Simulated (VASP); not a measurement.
**TaN: single point with PBEsol**

Crystal: TaN.

```
CELL_PARAMETERS angstrom
2.97263 0.00000 0.00179
-1.48632 2.57437 0.00000
1.48791 0.85905 2.68017
ATOMIC_POSITIONS crystal
Ta 0.00000 0.00000 0.00000
N 0.00000 0.50000 0.50000
```

```yaml
Program: VASP 6.6.1
Task: single point
Functional: PBEsol
Potentials_or_basis: VASP PAW PBE potentials, release 64 (Ta_pv, N)
Cutoff: 520 eV
k_mesh: 12 × 12 × 13
Occupations: gaussian, width 0.1 eV
Spin: no spin polarisation
```

```
Pressure               : 9.6 GPa
Band gap on the k mesh : zero (bands 8 and 9 overlap by 3.15 eV)
```

Stress tensor (GPa, compression positive):
```
13.86  0.15  0.01
 0.15 13.68  0.01
 0.01  0.01  1.28
```

Levels at points of the mesh, in eV from the Fermi level:
```csv
k point,band 4,band 5,band 6,band 7,band 8,band 9,band 10,band 11,band 12,band 13
"(0.00, 0.00, 0.00)",-18.98,-4.14,-3.50,-3.50,-3.28,-1.70,-1.70,0.31,0.32,2.23
"(0.50, 0.00, 0.00)",-17.64,-6.61,-5.67,-4.79,-4.27,2.14,3.47,4.14,4.87,7.72
"(0.00, 0.50, 0.00)",-15.59,-10.54,-8.37,-7.35,0.57,3.14,3.35,4.00,7.98,8.34
```

Run time: 2.2 min on 1 thread of AMD EPYC 7R13, with other jobs on the host, peak memory 0.24 GiB.

Caveat: the cell stands under pressure; the PAW data sets were made with another functional, which shifts forces and pressure a little; spin-orbit coupling is left out, which moves the levels of the heavy elements.
